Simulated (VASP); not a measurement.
# Sb (Fm-3m) in VASP: further runs

Aim: see how the results for Sb move with the level of theory and the settings. Levels: RPBE+D4, revPBE+D3(BJ), revPBE+D4. Tasks: relaxation of cell and atoms.

All numbers are computed with VASP 6.6.1; they aren't measurements. Logs are shortened: lines on timing, memory, paths and dates and some standing lists are left out, and cuts for length are marked.

## (1) The cell of the first run

Symmetry: Fm-3m, No. 225, cubic system. Conventional cell: a = 4.742 Å, b = 4.742 Å, c = 4.742 Å, α = 90.00°, β = 90.00°, γ = 90.00°. Within 4.4 Å of Sb (site symmetry m-3m) lie 12 Sb at 3.35 Å.

## (2) Relaxation of cell and atoms, RPBE+D4

INCAR reads:

```
ALGO = Normal
EDIFF = 1E-6
EDIFFG = -0.01
ENCUT = 600
GGA = RP
IBRION = 2
ISIF = 3
ISMEAR = -1
IVDW = 13
LASPH = True
LCHARG = False
LREAL = False
LWAVE = False
NELM = 80
NSW = 60
PREC = Accurate
SIGMA = 0.05
```

KPOINTS reads:

```
k-points
0
Gamma
  10 10 10
```

POSCAR reads:

```
Sb
1.0
    0.0000000000      2.3712425216      2.3712425216
    2.3712425216      0.0000000000      2.3712425216
    2.3712425216      2.3712425216      0.0000000000
Sb
1
Direct
    0.0000000000      0.0000000000      0.0000000000
```

Potentials or basis: VASP PAW PBE potentials, release 64 (Sb).

The run is started by

```sh
$ cat potpaw_PBE.64/Sb/POTCAR > POTCAR
$ mpirun -np 1 vasp_std > vasp.out
```

OUTCAR:

```text
EDIFF = 1E-6
   EDIFFG = -0.01
   ENCUT = 600
   GGA = RP
   IBRION = 2
   ISIF = 3
   ISMEAR = -1
   IVDW = 13
   LASPH = True
   LREAL = False
   NELM = 80
   NSW = 60
   PREC = Accurate

 ion  position               nearest neighbor table
   1  0.000  0.000  0.000-

  LATTYP: Found a face centered cubic cell.
 ALAT       =     4.7424850432

  Lattice vectors:

 A1 = (   0.0000000000,   2.3712425216,   2.3712425216)
 A2 = (   2.3712425216,   0.0000000000,   2.3712425216)
 A3 = (   2.3712425216,   2.3712425216,   0.0000000000)

Analysis of symmetry for initial positions (statically):
=====================================================================
 Subroutine PRICEL returns:
 Original cell was already a primitive cell.

 Routine SETGRP: Setting up the symmetry group for a
 face centered cubic supercell.

 Subroutine GETGRP returns: Found 48 space group operations
[... 9 lines left out ...]

 Routine SETGRP: Setting up the symmetry group for a
 face centered cubic supercell.

 Subroutine GETGRP returns: Found 48 space group operations
[... 11 lines left out ...]
                                     Primitive cell

  volume of cell :      26.6660

  direct lattice vectors                    reciprocal lattice vectors
     0.000000000  2.371242522  2.371242522    -0.210859916  0.210859916  0.210859916
     2.371242522  0.000000000  2.371242522     0.210859916 -0.210859916  0.210859916
     2.371242522  2.371242522  0.000000000     0.210859916  0.210859916 -0.210859916

  length of vectors
     3.353443334  3.353443334  3.353443334     0.365220089  0.365220089  0.365220089

  position of ions in fractional coordinates (direct lattice)
     0.000000000  0.000000000  0.000000000

  ion indices of the primitive-cell ions
   primitive index   ion index
                 1           1

----------------------------------------------------------------------------------------

 KPOINTS: k-points

Automatic generation of k-mesh.
 Grid dimensions read from file:
 generate k-points for:   10   10   10

 Generating k-lattice:

  Cartesian coordinates                     Fractional coordinates (reciprocal lattice)
    -0.021085992  0.021085992  0.021085992     0.100000000  0.000000000  0.000000000
     0.021085992 -0.021085992  0.021085992     0.000000000  0.100000000  0.000000000
     0.021085992  0.021085992 -0.021085992     0.000000000  0.000000000  0.100000000

  Length of vectors
     0.036522009  0.036522009  0.036522009

  Shift w.r.t. Gamma in fractional coordinates (k-lattice)
     0.000000000  0.000000000  0.000000000

 Subroutine IBZKPT returns following result:
 ===========================================

 Found     47 irreducible k-points:

 Following reciprocal coordinates:
            Coordinates               Weight
  0.000000  0.000000  0.000000      1.000000
  0.100000  0.000000  0.000000      8.000000
  0.200000  0.000000  0.000000      8.000000
  0.300000  0.000000  0.000000      8.000000
  0.400000  0.000000  0.000000      8.000000
  0.500000  0.000000  0.000000      4.000000
[... 16 lines left out ...]
  0.300000  0.300000  0.000000      6.000000
  0.400000  0.300000  0.000000     24.000000
 [... further k-points ...]
   k-points           NKPTS =     47   k-points in BZ     NKDIM =     47   number of bands    NBANDS=      6
   number of dos      NEDOS =    301   number of ions     NIONS =      1
   total plane-waves  NPLWV =  21952
   dimension x,y,z NGX =    28 NGY =   28 NGZ =   28
   dimension x,y,z NGXF=    56 NGYF=   56 NGZF=   56
   ions per type =               1
   NGX,Y,Z   is equivalent  to a cutoff of  13.88, 13.88, 13.88 a.u.
   NGXF,Y,Z  is equivalent  to a cutoff of  27.76, 27.76, 27.76 a.u.
 SYSTEM =  unknown system
   PREC   = accura    normal or accurate (medium, high low for compatibility)
   ISTART =      0    job   : 0-new  1-cont  2-samecut
   ICHARG =      2    charge: 1-file 2-atom 10-const
   ISPIN  =      1    spin polarized calculation?
   LNONCOLLINEAR =      F non collinear calculations
   LSORBIT =      F    spin-orbit coupling
   LASPH  =      T    aspherical Exc in radial PAW
   ENCUT  =  600.0 eV  44.10 Ry    6.64 a.u.   6.70  6.70  6.70*2*pi/ulx,y,z
   NELM   =     80;   NELMIN=  2; NELMDL= -5     # of ELM steps
   EDIFF  = 0.1E-05   stopping-criterion for ELM
   LREAL  =      F    real-space projection
   EDIFFG = -.1E-01   stopping-criterion for IOM
   NSW    =     60    number of steps for IOM
   IBRION =      2    ionic relax: 0-MD 1-quasi-New 2-CG
   NFREE  =      1    steps in history (QN), initial steepest desc. (CG)
   ISIF   =      3    stress and relaxation
   ISYM   =      2    0-nonsym 1-usesym 2-fastsym
   POTIM  = 0.5000    time-step for ionic-motion
   TEBEG  =    0.0;   TEEND  =   0.0 temperature during run
   PSTRESS=    0.0 pullay stress
   NELECT =       5.0000    total number of electrons
   NUPDOWN=      -1.0000    fix difference up-down
   EMIN   =  10.00;   EMAX   =-10.00  energy-range for DOS
   EFERMI =   0.00;   METHOD = LEGACY
   ISMEAR =    -1;   SIGMA  =   0.05  broadening in eV -4-tet -1-fermi 0-gaus
   EFERMI_NEDOS =   21; number of points for ismear=-14 and -15
   IALGO  =     38    algorithm
   IMIX   =      4    mixing-type and parameters
     AMIX     =   0.40;   BMIX     =  1.00
     AMIX_MAG =   1.60;   BMIX_MAG =  1.00
  volume/ion in A,a.u.               =      26.67       179.95
  Fermi-wavevector in a.u.,A,eV,Ry     =   0.937013  1.770697 11.945820  0.877993
  Thomas-Fermi vector in A             =   2.064081
   LORBIT       =      0    0 simple, 1 ext, 2 COOP (PROOUT), +10 PAW based schemes
   GGA     = RP    functional components
   LHFCALC =     F    Hartree Fock is set to
   AEXX    =    0.0000 exact exchange contribution
   IVDW    =    13    specifies the selected vdW correction
   LEPSILON=     F    determine dielectric tensor
   LRPA    =     F    only Hartree local field effects (RPA)
 conjugate gradient relaxation of ions
 non-spin polarized calculation
  energy-cutoff  :      600.00
  volume of cell :       26.67
 maximum number of plane-waves:       908
   NGX = 13   NGY = 13   NGZ = 13

--------------------------------------- Ionic step        1  -------------------------------------------

 number of electron       5.0000000 magnetization

 Free energy of the ion-electron system (eV)
  ---------------------------------------------------
  ext. energy  EPLUGINS =         0.00000000
  ---------------------------------------------------
  free energy    TOTEN  =        -3.42858319 eV

  energy without entropy =       -3.42174001  energy(sigma->0) =       -3.42516160

------------------------ aborting loop because EDIFF is reached ----------------------------------------

  DFT-D4 for vdW energy calculation

  Edisp (eV):   -1.07754

  FORCE on cell =-STRESS in cart. coord.  units (eV):
  Direction    XX          YY          ZZ          XY          YZ          ZX
  --------------------------------------------------------------------------------------
  -------------------------------------------------------------------------------------
  Total      -0.46473    -0.46473    -0.46473     0.00000     0.00000    -0.00000
  in kB     -27.92266   -27.92266   -27.92266     0.00000     0.00000    -0.00000
  external pressure =      -27.92 kB  Pullay stress =        0.00 kB

 VOLUME and BASIS-vectors are now :
 -----------------------------------------------------------------------------
  energy-cutoff  :      600.00
  volume of cell :       26.67
      direct lattice vectors                 reciprocal lattice vectors
     0.000000000  2.371242522  2.371242522    -0.210859916  0.210859916  0.210859916
     2.371242522  0.000000000  2.371242522     0.210859916 -0.210859916  0.210859916
     2.371242522  2.371242522  0.000000000     0.210859916  0.210859916 -0.210859916

 POSITION                                       TOTAL-FORCE (eV/Angst)
 -----------------------------------------------------------------------------------
      0.00000      0.00000      0.00000         0.000000      0.000000      0.000000
 -----------------------------------------------------------------------------------
    total drift:                               -0.000000      0.000000     -0.000000

  FREE ENERGIE OF THE ION-ELECTRON SYSTEM (eV)
  ---------------------------------------------------
  free  energy   TOTEN  =        -4.5061198130 eV

  energy  without entropy=       -4.4992766395  energy(sigma->0) =       -4.50269823

--------------------------------------- Ionic step        2  -------------------------------------------

 number of electron       5.0000000 magnetization

------------------------ aborting loop because EDIFF is reached ----------------------------------------

  DFT-D4 for vdW energy calculation

  Edisp (eV):   -1.14467

  FORCE on cell =-STRESS in cart. coord.  units (eV):
  Direction    XX          YY          ZZ          XY          YZ          ZX
  --------------------------------------------------------------------------------------
  -------------------------------------------------------------------------------------
  Total       0.23741     0.23741     0.23741    -0.00000    -0.00000     0.00000
  in kB      15.26840    15.26840    15.26840    -0.00000    -0.00000     0.00000
  external pressure =       15.27 kB  Pullay stress =        0.00 kB

 VOLUME and BASIS-vectors are now :
 -----------------------------------------------------------------------------
  energy-cutoff  :      600.00
  volume of cell :       24.91
      direct lattice vectors                 reciprocal lattice vectors
     0.000000000  2.318079308  2.318079308    -0.215695813  0.215695813  0.215695813
     2.318079308  0.000000000  2.318079308     0.215695813 -0.215695813  0.215695813
     2.318079308  2.318079308 -0.000000000     0.215695813  0.215695813 -0.215695813

 POSITION                                       TOTAL-FORCE (eV/Angst)
 -----------------------------------------------------------------------------------
      0.00000      0.00000      0.00000        -0.000000     -0.000000     -0.000000
 -----------------------------------------------------------------------------------
    total drift:                               -0.000000      0.000000     -0.000000

  FREE ENERGIE OF THE ION-ELECTRON SYSTEM (eV)
  ---------------------------------------------------
  free  energy   TOTEN  =        -4.5148256175 eV

  energy  without entropy=       -4.5088194940  energy(sigma->0) =       -4.51182256

--------------------------------------- Ionic step        3  -------------------------------------------

 number of electron       5.0000000 magnetization

 Free energy of the ion-electron system (eV)
  ---------------------------------------------------
  ext. energy  EPLUGINS =         0.00000000
  ---------------------------------------------------
  free energy    TOTEN  =        -3.39396262 eV

  energy without entropy =       -3.38743541  energy(sigma->0) =       -3.39069901

 E-fermi :   9.3575     XC(G=0): -10.4501

 val. band max:        9.3561179540   @ k =  -0.2000   0.2000   0.0000
 cond. band min:       9.3851565934   @ k =   0.5000   0.4000   0.1000
 fundamental gap:      0.0290386394
 Fermi energy:         9.3575441113

 k-point     1 :       0.0000    0.0000    0.0000
  band No.  band energies     occupation
      1      -3.9922      2.00000
      2      15.1617      0.00000
      3      15.1617      0.00000
      4      15.1617      0.00000
      5      19.4812      0.00000
      6      19.4812      0.00000

 k-point     2 :       0.1000    0.0000    0.0000
  band No.  band energies     occupation
      1      -3.7832      2.00000
      2      13.3061      0.00000
      3      14.8767      0.00000
      4      14.8767      0.00000
      5      18.3753      0.00000
      6      19.9325      0.00000
[... 190 lines left out ...]
 k-point    24 :       0.4000    0.3000    0.0000
  band No.  band energies     occupation
      1      -0.5124      2.00000
      2       7.3399      2.00000
      3       9.6067      0.01361
      4      10.5950      0.00000
      5      14.5155      0.00000
      6      15.8319      0.00000

 [... further k-points ...]

------------------------ aborting loop because EDIFF is reached ----------------------------------------

  DFT-D4 for vdW energy calculation

  Edisp (eV):   -1.12331

  FORCE on cell =-STRESS in cart. coord.  units (eV):
  Direction    XX          YY          ZZ          XY          YZ          ZX
  --------------------------------------------------------------------------------------
  -------------------------------------------------------------------------------------
  Total       0.00164     0.00164     0.00164    -0.00000     0.00000     0.00000
  in kB       0.10344     0.10344     0.10344    -0.00000     0.00000     0.00000
  external pressure =        0.10 kB  Pullay stress =        0.00 kB

 VOLUME and BASIS-vectors are now :
 -----------------------------------------------------------------------------
  energy-cutoff  :      600.00
  volume of cell :       25.45
      direct lattice vectors                 reciprocal lattice vectors
     0.000000000  2.334524028  2.334524028    -0.214176421  0.214176421  0.214176421
     2.334524028  0.000000000  2.334524028     0.214176421 -0.214176421  0.214176421
     2.334524028  2.334524028 -0.000000000     0.214176421  0.214176421 -0.214176421

 POSITION                                       TOTAL-FORCE (eV/Angst)
 -----------------------------------------------------------------------------------
      0.00000      0.00000      0.00000         0.000000      0.000000     -0.000000
 -----------------------------------------------------------------------------------
    total drift:                               -0.000000      0.000000      0.000000

  FREE ENERGIE OF THE ION-ELECTRON SYSTEM (eV)
  ---------------------------------------------------
  free  energy   TOTEN  =        -4.5172727225 eV

  energy  without entropy=       -4.5107455194  energy(sigma->0) =       -4.51400912

 reached required accuracy - stopping structural energy minimisation
```

It took 37 s on 1 thread of AMD EPYC 7R13, shared host; peak memory 0.13 GiB.

Results:

```yaml
Free_energy: -4.5173 eV
Relaxed_volume: 25.45 Å³/atom
Relaxed_cell: a = 3.302 Å, b = 3.302 Å, c = 3.302 Å, α = 60.00°, β = 60.00°, γ = 60.00°
Space_group_after_relaxing_to_0.05_Å: Fm-3m (No. 225)
Energy_gained_by_relaxing: 11.2 meV/atom
Ionic_steps: 3
Pressure_after_relaxing: 0.0 GPa
Dispersion_energy_per_atom: -1.123 eV
```

The path:
```tsv
step	energy change (eV)	largest force (eV/Å)	pressure (GPa)	volume (Å³)
1	0.0000	0.0000	-2.79	26.67
2	-0.0087	0.0000	1.53	24.91
3	-0.0112	0.0000	0.01	25.45
```

Final structure:
```
Sb
1.0
     0.00000    2.33452    2.33452
     2.33452    0.00000    2.33452
     2.33452    2.33452    0.00000
Sb
1
Direct
  0.00000 0.00000 0.00000
```

Levels at points of the mesh, in eV from the Fermi level:
```tsv
k point	band 1	band 2	band 3	band 4	band 5
(0.00, 0.00, 0.00)	-13.35	5.80	5.80	5.80	10.12
(0.50, 0.00, 0.00)	-9.26	-6.17	3.96	3.96	8.55
(0.50, 0.50, 0.00)	-7.46	-5.22	0.42	0.42	4.20
```

Caveat: the PAW data sets were made with another functional, which shifts forces and pressure a little; spin-orbit coupling is left out, which moves the levels of the heavy elements; pairwise dispersion overbinds metals, which lowers pressure and volume.

(Part 1 of 2 ends here.)
